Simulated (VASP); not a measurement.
The system is As3P2.

```xyz
5
Lattice="1.8289 1.0559 8.4781 -1.8289 1.0559 8.4781 0.0000 -2.1119 8.4781" Properties=species:S:1:pos:R:3 pbc="T T T"
P     0.0000    0.0000   10.1737
P     0.0000    0.0000   15.2605
As    0.0000    0.0000    0.0000
As    0.0000    0.0000    5.3285
As    0.0000    0.0000   20.1058
```

| Property | Result |
| --- | --- |
| Program | VASP 6.6.1 |
| Task | relaxation of cell and atoms |
| Functional | PBE |
| Potentials or basis | VASP PAW PBE potentials, release 64 (P, As) |
| Cutoff | 600 eV |
| k mesh | 6 × 6 × 6 |
| Occupations | gaussian, width 0.1 eV |
| Spin | no spin polarisation |

At the start: pressure -4.3 GPa; volume 19.65 Å³/atom.

Task: Where does the relaxation end?

Result: Over 9 steps the energy falls by 64.7 meV/atom and the volume is 18.27 Å³/atom (-7.0 %); space group R-3m (No. 166, to 0.1 Å) before and after.

The path:
```tsv
step	energy change (eV)	largest force (eV/Å)	pressure (GPa)	volume (Å³)
1	0.0000	0.0951	-4.32	98.24
2	-0.1304	0.5061	1.51	90.88
3	-0.1305	0.4938	1.31	91.08
4	-0.2191	0.5327	1.69	90.22
5	-0.2695	0.4353	2.94	88.57
6	-0.2902	0.1798	-2.07	93.61
7	-0.3059	0.2275	-0.20	91.57
8	-0.3191	0.1133	-0.10	91.46
9	-0.3233	0.0226	-0.06	91.34
```

Final structure:
```cif
data_structure
_symmetry_space_group_name_H-M 'P 1'
_symmetry_Int_Tables_number 1
_cell_length_a 7.9228
_cell_length_b 7.9228
_cell_length_c 7.9228
_cell_angle_alpha 27.147
_cell_angle_beta 27.147
_cell_angle_gamma 27.147
_cell_volume 91.34
loop_
_atom_site_label
_atom_site_type_symbol
_atom_site_fract_x
_atom_site_fract_y
_atom_site_fract_z
_atom_site_occupancy
P1 P 0.39899 0.39899 0.39899 1
P2 P 0.60101 0.60101 0.60101 1
As1 As 0.00000 0.00000 0.00000 1
As2 As 0.20385 0.20385 0.20385 1
As3 As 0.79615 0.79615 0.79615 1
```
